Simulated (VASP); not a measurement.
A run of VASP 6.6.1:

POSCAR

```
Sn
1.0
   -1.8559746029      1.8559746029      1.8559746029
    1.8559746029     -1.8559746029      1.8559746029
    1.8559746029      1.8559746029     -1.8559746029
Sn
1
Direct
    0.0000000000      0.0000000000      0.0000000000
```

The input INCAR.step1:

```
SYSTEM = Sn
PREC = Accurate
ENCUT = 550
ISMEAR = -1
SIGMA = 0.05
LREAL = .FALSE.
LASPH = .TRUE.
NELM = 120
NBANDS = 13
GGA = PE
ALGO = Normal
EDIFF = 1E-5
LWAVE = .TRUE.
LCHARG = .FALSE.
GGA_COMPAT = .FALSE.
```

Contents of INCAR.step2:

```
SYSTEM = Sn
PREC = Accurate
ENCUT = 550
EDIFF = 1E-6
ISMEAR = -1
SIGMA = 0.05
LREAL = .FALSE.
LASPH = .TRUE.
NELM = 120
ALGO = Normal
ISIF = 2
LWAVE = .FALSE.
LCHARG = .FALSE.
METAGGA = R2SCAN
LMIXTAU = .TRUE.
NBANDS = 13
ISTART = 1
GGA_COMPAT = .FALSE.
```

Contents of KPOINTS:

```
regular mesh
0
G
  10 10 10
  0 0 0
```

Potentials or basis: VASP PAW PBE potentials, release 64 (Sn_d).

Launch:

```console
$ cat potpaw_PBE.64/Sn_d/POTCAR > POTCAR
$ cp INCAR.step1 INCAR
$ mpirun -np 1 vasp_std > vasp.out
$ cp INCAR.step2 INCAR
$ mpirun -np 1 vasp_std > vasp.out
```

Hardware: 1 thread of Intel Xeon 8259CL, with other jobs on the host.

Problem. How long does it take, and how much memory?

Solution. Run time: 69 s on 1 thread of Intel Xeon 8259CL, with other jobs on the host, peak memory 0.17 GiB. Counts: k points 47.
